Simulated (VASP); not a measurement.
Crystal: B2P3.

```
B P
1.0
     4.23225    0.00000    0.00000
     0.00000    4.23225    0.00000
     0.00000    0.00000    4.23225
B P
2 3
Direct
  0.50000 0.50000 0.50000
  0.00000 0.00000 0.00000
  0.50000 0.00000 0.00000
  0.00000 0.50000 0.00000
  0.00000 0.00000 0.50000
```

* Program: VASP 6.6.1
* Task: relaxation of cell and atoms
* Functional: PBE
* Potentials or basis: VASP PAW PBE potentials, release 64 (B, P)
* Cutoff: 600 eV
* k mesh: 4 × 4 × 4
* Occupations: gaussian, width 0.1 eV
* Spin: no spin polarisation

At the start: pressure -12.8 GPa; volume 15.16 Å³/atom.

**Question.** Where does the relaxation end?

**Answer.** Over 3 steps the energy falls by 110.7 meV/atom and the volume is 12.74 Å³/atom (-16.0 %); space group Pm-3m (No. 221, to 0.05 Å).

Step by step:
```csv
step,energy change (eV),largest force (eV/Å),pressure (GPa),volume (Å³)
1,0.0000,0.0000,-12.77,75.81
2,-0.5528,0.0000,0.65,63.31
3,-0.5536,0.0000,0.02,63.69
```

Final structure:
```
B P
1.0
     3.99357    0.00000    0.00000
     0.00000    3.99357    0.00000
     0.00000    0.00000    3.99357
B P
2 3
Direct
  0.50000 0.50000 0.50000
  0.00000 0.00000 0.00000
  0.50000 0.00000 0.00000
  0.00000 0.50000 0.00000
  0.00000 0.00000 0.50000
```

Caveat: the k points lie up to 0.39 Å⁻¹ apart in the final cell; the volume moved by over 15 % at a fixed basis, so the end points are rough.
